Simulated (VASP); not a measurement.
Here is a VASP 6.6.1 calculation.

The input INCAR:

```
PREC = Accurate
ENCUT = 520
EDIFF = 1E-8
ISMEAR = -1
SIGMA = 0.05
LREAL = F
LASPH = T
NELM = 150
ALGO = Normal
ISIF = 2
LWAVE = F
LCHARG = F
ISPIN = 2
MAGMOM = 1.5 1.5
LORBIT = 11
LMAXMIX = 4
GGA = PE
LEFG = T
NBANDS = 21
```

KPOINTS

```
Automatic mesh
0
Gamma
  15 15 8
```

Contents of POSCAR:

```
Ni
1.0
    2.5259854492      0.0000000000      0.0000000000
   -1.2629927246      2.1875675686      0.0000000000
    0.0000000000      0.0000000000      4.1521409461
Ni
2
Direct
    0.3333333333      0.6666666667      0.2500000000
    0.6666666667      0.3333333333      0.7500000000
```

Potentials or basis: VASP PAW PBE potentials, release 64 (Ni).

Launch:

```console
$ cat potpaw_PBE.64/Ni/POTCAR > POTCAR
$ mpirun -np 1 vasp_std > vasp.out
```

Task: What does it give for the site moments?

Result: Ni +0.67 μB.

Task: Estimate the net moment.

Result: 1.30 μB per cell.

Task: What does it give for the pressure?

Result: -8.4 GPa.

Electric field gradients, principal values (V/Å²):
```tsv
atom	least	middle	greatest (by size)
1 Ni	1.492	1.494	-2.986
2 Ni	1.492	1.494	-2.986
```

Caveat: the cell stands under tension; without QUAD_EFG the Cq values of the log hold for a quadrupole moment of 1 mb, not for the nuclei.
